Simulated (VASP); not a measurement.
# Fe (Fm-3m) in VASP: a series of runs

Fe is run at these levels: PBE; tasks: electric field gradients.

Program: VASP 6.6.1. These are calculated values, not measurements. Logs are shortened: lines on timing, memory, paths and dates and some standing lists are left out, and cuts for length are marked.

### Step 1. The cell of the first run

Symmetry: Fm-3m, No. 225, cubic system. The conventional cell has a = 3.582 Å, b = 3.582 Å, c = 3.582 Å, α = 90.00°, β = 90.00°, γ = 90.00°. Fe (site symmetry m-3m) has 12 Fe at 2.53 Å within 3.3 Å.

### Step 2. Electric field gradients, PBE, collinear spin, ferromagnetic start (volume scaled by 0.9405)

Contents of INCAR:

```
PREC = Accurate ; ENCUT = 520
EDIFF = 1E-8 ; ISMEAR = -1
SIGMA = 0.03 ; LREAL = F
LASPH = T ; NELM = 150
ALGO = Normal ; ISIF = 2
LWAVE = F ; LCHARG = F
ISPIN = 2 ; MAGMOM = 3
LORBIT = 11 ; LMAXMIX = 4
GGA = PE ; LEFG = T
NBANDS = 14
```

Contents of KPOINTS:

```
Automatic mesh
0
Gamma
  17 17 17
```

Contents of POSCAR:

```
Fe
1.0
    0.0000000000      1.7907809749      1.7907809749
    1.7907809749      0.0000000000      1.7907809749
    1.7907809749      1.7907809749      0.0000000000
Fe
1
Direct
    0.0000000000      0.0000000000      0.0000000000
```

Potentials or basis: VASP PAW PBE potentials, release 64 (Fe).

Started as:

```sh
$ cat potpaw_PBE.64/Fe/POTCAR > POTCAR
$ mpirun -np 1 vasp_std > vasp.out
```

OUTCAR:

```text
PREC = Accurate
   ENCUT = 520
   EDIFF = 1E-8
   ISMEAR = -1
   LREAL = F
   LASPH = T
   NELM = 150
   ISIF = 2
   ISPIN = 2
   LORBIT = 11
   GGA = PE

 ion  position               nearest neighbor table
   1  0.000  0.000  0.000-

  LATTYP: Found a face centered cubic cell.
 ALAT       =     3.5815619498

  Lattice vectors:

 A1 = (   0.0000000000,   1.7907809749,   1.7907809749)
 A2 = (   1.7907809749,   0.0000000000,   1.7907809749)
 A3 = (   1.7907809749,   1.7907809749,   0.0000000000)

Analysis of symmetry for initial positions (statically):
=====================================================================
 Subroutine PRICEL returns:
 Original cell was already a primitive cell.

 Routine SETGRP: Setting up the symmetry group for a
 face centered cubic supercell.

 Subroutine GETGRP returns: Found 48 space group operations
 (whereof 48 operations were pure point group operations)
 out of a pool of 48 trial point group operations.

The static configuration has the point symmetry O_h .

Analysis of symmetry for dynamics (positions and initial velocities):
=====================================================================
 Subroutine PRICEL returns:
 Original cell was already a primitive cell.

 Routine SETGRP: Setting up the symmetry group for a
 face centered cubic supercell.

 Subroutine GETGRP returns: Found 48 space group operations
 (whereof 48 operations were pure point group operations)
 out of a pool of 48 trial point group operations.

The dynamic configuration has the point symmetry O_h .

Analysis of structural, dynamic, and magnetic symmetry:
=====================================================================
 Subroutine PRICEL returns:
 Original cell was already a primitive cell.

 Routine SETGRP: Setting up the symmetry group for a
 face centered cubic supercell.

 Subroutine GETGRP returns: Found 48 space group operations
 (whereof 48 operations were pure point group operations)
 out of a pool of 48 trial point group operations.

The overall configuration has the point symmetry O_h .

 Subroutine INISYM returns: Found 48 space group operations
 (whereof 48 operations are pure point group operations),
 and found     1 'primitive' translations

----------------------------------------------------------------------------------------

[... 560 lines left out ...]
      1      -2.5253      1.00000
      2       4.9298      1.00000
      3       4.9298      1.00000
      4       4.9298      1.00000
      5       6.7318      0.00000
      6       6.7319      0.00000
      7      27.8036      0.00000
      8      32.7851      0.00000
      9      32.7851      0.00000
     10      32.7851      0.00000
     11      35.8514      0.00000
     12      35.8514      0.00000
     13      35.8514      0.00000
     14      37.3805      0.00000
[... 379 lines left out ...]
      3       5.1423      1.00000
      4       5.1538      1.00000
      5       6.5244      0.00000
      6       6.7624      0.00000
      7      25.8598      0.00000
      8      28.1545      0.00000
      9      31.3144      0.00000
     10      33.4416      0.00000
     11      35.0028      0.00000
     12      36.2861      0.00000
     13      39.2805      0.00000
     14      40.5644      0.00000

 [... further k-points ...]

------------------------ aborting loop because EDIFF is reached ----------------------------------------

  FORCE on cell =-STRESS in cart. coord.  units (eV):
  Direction    XX          YY          ZZ          XY          YZ          ZX
  --------------------------------------------------------------------------------------
  -------------------------------------------------------------------------------------
  Total       -0.8968105     -0.8968105     -0.8968105     -0.0000000      0.0000000     -0.0000000
  in kB     -125.0990091   -125.0990091   -125.0990091     -0.0000000      0.0000000     -0.0000000
  external PRESSURE =    -125.0990091 kB  Pullay stress =       0.0000000 kB

 VOLUME and BASIS-vectors are now :
 -----------------------------------------------------------------------------
  energy-cutoff  :      520.00
  volume of cell :       11.49
      direct lattice vectors                 reciprocal lattice vectors
     0.000000000  1.790780975  1.790780975    -0.279207791  0.279207791  0.279207791
     1.790780975  0.000000000  1.790780975     0.279207791 -0.279207791  0.279207791
     1.790780975  1.790780975  0.000000000     0.279207791  0.279207791 -0.279207791

 POSITION                                       TOTAL-FORCE (eV/Angst)
 -----------------------------------------------------------------------------------
      0.00000      0.00000      0.00000        -0.000000     -0.000000     -0.000000
 -----------------------------------------------------------------------------------
    total drift:                                0.000000      0.000000      0.000000

  FREE ENERGIE OF THE ION-ELECTRON SYSTEM (eV)
  ---------------------------------------------------
  free  energy   TOTEN  =        -8.0512386060 eV

  energy  without entropy=       -8.0442925249  energy(sigma->0) =       -8.04776557

 Electric field gradients (V/A^2)
---------------------------------------------------------------------
 ion       V_xx      V_yy      V_zz      V_xy      V_xz      V_yz
---------------------------------------------------------------------
   1       0.000    -0.000     0.000    -0.001    -0.001    -0.001
---------------------------------------------------------------------

 Electric field gradients after diagonalization (V/A^2)
 (convention: |V_zz| > |V_xx| > |V_yy|)
----------------------------------------------------------------------
 ion       V_xx      V_yy      V_zz     asymmetry (V_yy - V_xx)/ V_zz
----------------------------------------------------------------------
   1       0.001     0.001    -0.002       0.000
----------------------------------------------------------------------

           NMR quadrupolar parameters

 Cq : quadrupolar parameter    Cq=e*Q*V_zz/h
 eta: asymmetry parameters     (V_yy - V_xx)/ V_zz
 Q  : nuclear electric quadrupole moment in mb (millibarn)
----------------------------------------------------------------------
 ion       Cq(MHz)       eta       Q (mb)
----------------------------------------------------------------------
   1      -0.000       0.000       1.000
----------------------------------------------------------------------

 total charge

# of ion       s       p       d       tot
------------------------------------------
    1        0.485   0.527   6.229   7.241

 magnetization (x)

# of ion       s       p       d       tot
------------------------------------------
    1       -0.010  -0.031   1.533   1.492
```

Run time: 1.8 min. Hardware: 1 thread of Intel Xeon 6975P-C (Granite Rapids), shared host; peak memory 0.17 GiB.

What came out:

| Item | Value |
| --- | --- |
| Free energy | -8.0512 eV |
| Pressure | -12.5 GPa |
| Net moment | 1.50 μB per cell |
| Site moments | Fe +1.49 μB |
| Valence electrons inside the program's atomic spheres | Fe 7.24 |

Levels at points of the mesh, in eV from the Fermi level:
Spin up:
| k point | band 2 | band 3 | band 4 | band 5 | band 6 | band 7 | band 8 | band 9 |
| --- | --- | --- | --- | --- | --- | --- | --- | --- |
| (0.00, 0.00, 0.00) | -1.92 | -1.92 | -1.92 | -1.01 | -1.01 | 22.38 | 26.80 | 26.80 |
Spin down:
| k point | band 1 | band 2 | band 3 | band 4 | band 5 | band 6 | band 7 | band 8 |
| --- | --- | --- | --- | --- | --- | --- | --- | --- |
| (0.00, 0.00, 0.00) | -8.20 | -0.74 | -0.74 | -0.74 | 1.06 | 1.06 | 22.13 | 27.11 |

Caveat: without QUAD_EFG the Cq values of the log hold for a quadrupole moment of 1 mb, not for the nuclei.

### Step 3. Electric field gradients, PBE, collinear spin, ferromagnetic start (volume scaled by 0.97)

Contents of INCAR:

```
SYSTEM = Fe
PREC     = Accurate       ! precision mode
ENCUT    = 520            ! plane-wave cutoff, eV
EDIFF    = 1E-8           ! SCF threshold, eV
ISMEAR   = -1             ! smearing method
SIGMA    = 0.03           ! smearing width, eV
LREAL    = .False.        ! projectors in reciprocal space
LASPH    = .True.         ! aspherical terms in the spheres
NELM     = 150            ! most SCF steps
ALGO     = Normal         ! electronic algorithm
ISIF     = 2              ! what is computed and relaxed
LWAVE    = .False.        ! write WAVECAR
LCHARG   = .False.        ! write CHGCAR
ISPIN    = 2              ! spin polarisation
MAGMOM   = 3              ! initial moments
LORBIT   = 11             ! projections on sites
LMAXMIX  = 4              ! l up to which the mixer works
GGA      = PE             ! functional
LEFG     = .True.       
NBANDS   = 14             ! bands
```

Contents of KPOINTS:

```
regular mesh
0
Gamma
  17 17 17
  0 0 0
```

Contents of POSCAR:

```
Fe
1.0
    0.0000000000      1.8093119432      1.8093119432
    1.8093119432      0.0000000000      1.8093119432
    1.8093119432      1.8093119432      0.0000000000
Fe
1
Direct
    0.0000000000      0.0000000000      0.0000000000
```

Potentials or basis: VASP PAW PBE potentials, release 64 (Fe).

Started as:

```sh
$ cat potpaw_PBE.64/Fe/POTCAR > POTCAR
$ mpirun -np 1 vasp_std > vasp.out
```

OUTCAR:

```text
SYSTEM = Fe
   PREC = Accurate
   ENCUT = 520
   EDIFF = 1E-8
   ISMEAR = -1
   LREAL = .False.
   LASPH = .True.
   NELM = 150
   ISIF = 2
   ISPIN = 2
   LORBIT = 11
   GGA = PE

 ion  position               nearest neighbor table
   1  0.000  0.000  0.000-

  LATTYP: Found a face centered cubic cell.
 ALAT       =     3.6186238864

  Lattice vectors:

 A1 = (   0.0000000000,   1.8093119432,   1.8093119432)
 A2 = (   1.8093119432,   0.0000000000,   1.8093119432)
 A3 = (   1.8093119432,   1.8093119432,   0.0000000000)

Analysis of symmetry for initial positions (statically):
=====================================================================
 Subroutine PRICEL returns:
 Original cell was already a primitive cell.

 Routine SETGRP: Setting up the symmetry group for a
 face centered cubic supercell.

 Subroutine GETGRP returns: Found 48 space group operations
 (whereof 48 operations were pure point group operations)
 out of a pool of 48 trial point group operations.

The static configuration has the point symmetry O_h .

Analysis of symmetry for dynamics (positions and initial velocities):
=====================================================================
 Subroutine PRICEL returns:
 Original cell was already a primitive cell.

 Routine SETGRP: Setting up the symmetry group for a
 face centered cubic supercell.

 Subroutine GETGRP returns: Found 48 space group operations
 (whereof 48 operations were pure point group operations)
 out of a pool of 48 trial point group operations.

The dynamic configuration has the point symmetry O_h .

Analysis of structural, dynamic, and magnetic symmetry:
=====================================================================
 Subroutine PRICEL returns:
 Original cell was already a primitive cell.

 Routine SETGRP: Setting up the symmetry group for a
 face centered cubic supercell.

 Subroutine GETGRP returns: Found 48 space group operations
 (whereof 48 operations were pure point group operations)
 out of a pool of 48 trial point group operations.

The overall configuration has the point symmetry O_h .

 Subroutine INISYM returns: Found 48 space group operations
 (whereof 48 operations are pure point group operations),
 and found     1 'primitive' translations

----------------------------------------------------------------------------------------

                                     Primitive cell

  volume of cell :      11.8460

  direct lattice vectors                    reciprocal lattice vectors
     0.000000000  1.809311943  1.809311943    -0.276348145  0.276348145  0.276348145
     1.809311943  0.000000000  1.809311943     0.276348145 -0.276348145  0.276348145
     1.809311943  1.809311943  0.000000000     0.276348145  0.276348145 -0.276348145

  length of vectors
     2.558753489  2.558753489  2.558753489     0.478649028  0.478649028  0.478649028

  position of ions in fractional coordinates (direct lattice)
     0.000000000  0.000000000  0.000000000

  ion indices of the primitive-cell ions
   primitive index   ion index
                 1           1

----------------------------------------------------------------------------------------

 KPOINTS: regular mesh

Automatic generation of k-mesh.
 Grid dimensions read from file:
 generate k-points for:   17   17   17

 Generating k-lattice:

[... 111 lines left out ...]
 cond. band min:       5.6098268350   @ k =  -0.4118   0.0588   0.0000
 fundamental gap:      0.0052453116
 Fermi energy:         5.6046499457

 spin component 1

 k-point     1 :       0.0000    0.0000    0.0000
  band No.  band energies     occupation
      1      -2.8155      1.00000
      2       3.1865      1.00000
      3       3.1865      1.00000
      4       3.1865      1.00000
      5       4.1876      1.00000
      6       4.1877      1.00000
      7      27.5392      0.00000
      8      31.6775      0.00000
      9      31.6775      0.00000
     10      31.6775      0.00000
     11      34.5200      0.00000
     12      34.5200      0.00000
     13      34.5200      0.00000
     14      37.1065      0.00000
[... 379 lines left out ...]
      3       3.3654      1.00000
      4       3.3677      1.00000
      5       4.0314      1.00000
      6       4.2517      1.00000
      7      24.9512      0.00000
      8      27.3019      0.00000
      9      30.3517      0.00000
     10      32.2725      0.00000
     11      34.1392      0.00000
     12      35.0469      0.00000
     13      38.2946      0.00000
     14      38.6234      0.00000

 [... further k-points ...]

 spin component 2

 k-point     1 :       0.0000    0.0000    0.0000
  band No.  band energies     occupation
      1      -2.5880      1.00000
      2       5.4940      0.97559
      3       5.4941      0.97554
      4       5.4941      0.97554
      5       7.1182      0.00000
      6       7.1183      0.00000
      7      27.1584      0.00000
      8      32.0489      0.00000
      9      32.0489      0.00000
     10      32.0489      0.00000
     11      35.2391      0.00000
     12      35.2391      0.00000
     13      35.2391      0.00000
     14      36.4675      0.00000
[... 379 lines left out ...]
      3       5.7061      0.03282
      4       5.7067      0.03229
      5       6.9082      0.00000
      6       7.1529      0.00000
      7      25.3492      0.00000
      8      27.5338      0.00000
      9      30.6301      0.00000
     10      32.7288      0.00000
     11      34.2784      0.00000
     12      35.6379      0.00000
     13      38.4975      0.00000
     14      39.7587      0.00000

 [... further k-points ...]

------------------------ aborting loop because EDIFF is reached ----------------------------------------

  FORCE on cell =-STRESS in cart. coord.  units (eV):
  Direction    XX          YY          ZZ          XY          YZ          ZX
  --------------------------------------------------------------------------------------
  -------------------------------------------------------------------------------------
  Total        0.1160959      0.1160959      0.1160959     -0.0000000     -0.0000000      0.0000000
  in kB       15.7020723     15.7020723     15.7020723     -0.0000000     -0.0000000      0.0000000
  external PRESSURE =      15.7020723 kB  Pullay stress =       0.0000000 kB

 VOLUME and BASIS-vectors are now :
 -----------------------------------------------------------------------------
  energy-cutoff  :      520.00
  volume of cell :       11.85
      direct lattice vectors                 reciprocal lattice vectors
     0.000000000  1.809311943  1.809311943    -0.276348145  0.276348145  0.276348145
     1.809311943  0.000000000  1.809311943     0.276348145 -0.276348145  0.276348145
     1.809311943  1.809311943  0.000000000     0.276348145  0.276348145 -0.276348145

 POSITION                                       TOTAL-FORCE (eV/Angst)
 -----------------------------------------------------------------------------------
      0.00000      0.00000      0.00000         0.000000      0.000000      0.000000
 -----------------------------------------------------------------------------------
    total drift:                                0.000000      0.000000      0.000000

  FREE ENERGIE OF THE ION-ELECTRON SYSTEM (eV)
  ---------------------------------------------------
  free  energy   TOTEN  =        -8.0841866247 eV

  energy  without entropy=       -8.0802231343  energy(sigma->0) =       -8.08220488

 Electric field gradients (V/A^2)
---------------------------------------------------------------------
 ion       V_xx      V_yy      V_zz      V_xy      V_xz      V_yz
---------------------------------------------------------------------
   1      -0.000    -0.000    -0.000    -0.001    -0.001    -0.001
---------------------------------------------------------------------

 Electric field gradients after diagonalization (V/A^2)
 (convention: |V_zz| > |V_xx| > |V_yy|)
----------------------------------------------------------------------
 ion       V_xx      V_yy      V_zz     asymmetry (V_yy - V_xx)/ V_zz
----------------------------------------------------------------------
   1       0.001     0.001    -0.002       0.000
----------------------------------------------------------------------

           NMR quadrupolar parameters

 Cq : quadrupolar parameter    Cq=e*Q*V_zz/h
 eta: asymmetry parameters     (V_yy - V_xx)/ V_zz
 Q  : nuclear electric quadrupole moment in mb (millibarn)
----------------------------------------------------------------------
 ion       Cq(MHz)       eta       Q (mb)
----------------------------------------------------------------------
   1      -0.000       0.000       1.000
----------------------------------------------------------------------

 total charge

# of ion       s       p       d       tot
------------------------------------------
    1        0.477   0.511   6.198   7.186

 magnetization (x)

# of ion       s       p       d       tot
------------------------------------------
    1       -0.018  -0.053   2.595   2.524
```

It took 32 s on 1 thread of Intel Xeon 6975P-C (Granite Rapids), shared host; peak memory 0.16 GiB.

What came out:

```yaml
Free_energy: -8.0842 eV
Pressure: 1.6 GPa
Net_moment: 2.53 μB per cell
Site_moments: Fe +2.52 μB
Valence_electrons_inside_the_program's_atomic_spheres: Fe 7.19
```

Caveat: without QUAD_EFG the Cq values of the log hold for a quadrupole moment of 1 mb, not for the nuclei.
